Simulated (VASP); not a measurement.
A run of VASP 6.6.1 is set up as follows.

The input INCAR:

```
SYSTEM = SnO2
PREC = Accurate ; ENCUT = 520
EDIFF = 1E-8 ; ISMEAR = 0
SIGMA = 0.01 ; LREAL = .FALSE.
LASPH = .TRUE. ; NELM = 120
ALGO = Normal ; ISIF = 2
LWAVE = .FALSE. ; LCHARG = .FALSE.
GGA = PE ; LEPSILON = .TRUE.
GGA_COMPAT = .FALSE.
```

File KPOINTS:

```
Automatic mesh
0
G
  4 4 6
  0 0 0
```

Contents of POSCAR:

```
SnO2
1.0
    4.7380000000      0.0000000000      0.0000000000
    0.0000000000      4.7380000000      0.0000000000
    0.0000000000      0.0000000000      3.1865000000
Sn O
2 4
Direct
    0.0000000000      0.0000000000      0.0000000000
    0.5000000000      0.5000000000      0.5000000000
    0.3071000000      0.3071000000      0.0000000000
    0.1929000000      0.8071000000      0.5000000000
    0.6929000000      0.6929000000      0.0000000000
    0.8071000000      0.1929000000      0.5000000000
```

Potentials or basis: VASP PAW PBE potentials, release 64 (Sn_d, O).

The run is started by

```bash
$ cat potpaw_PBE.64/Sn_d/POTCAR potpaw_PBE.64/O/POTCAR > POTCAR
$ mpirun -np 1 vasp_std > vasp.out
```

Problem. Estimate the electronic dielectric tensor (diagonal).

Solution. 4.40, 4.40, 4.61.

Problem. What does it give for the Born charges (mean of the diagonal)?

Solution. Sn +4.21; O -2.11 e.

Problem. Predict the band gap on the k mesh.

Solution. 1.27 eV.

Born effective charge tensors (e):
atom 1, Sn
```
4.08 0.45 0.00
0.45 4.08 0.00
0.00 0.00 4.47
```
atom 2, Sn
```
 4.08 -0.45  0.00
-0.45  4.08  0.00
 0.00  0.00  4.47
```
atom 3, O
```
-2.04 -0.70  0.00
-0.70 -2.04  0.00
 0.00  0.00 -2.23
```
atom 4, O
```
-2.04  0.70  0.00
 0.70 -2.04  0.00
 0.00  0.00 -2.23
```
atom 5, O
```
-2.04 -0.70  0.00
-0.70 -2.04  0.00
 0.00  0.00 -2.23
```
atom 6, O
```
-2.04  0.70  0.00
 0.70 -2.04  0.00
 0.00  0.00 -2.23
```

Caveat: spin-orbit coupling is left out, which moves the levels of the heavy elements. Expect the measured gap to be larger: semilocal functionals such as PBE lack the derivative discontinuity.
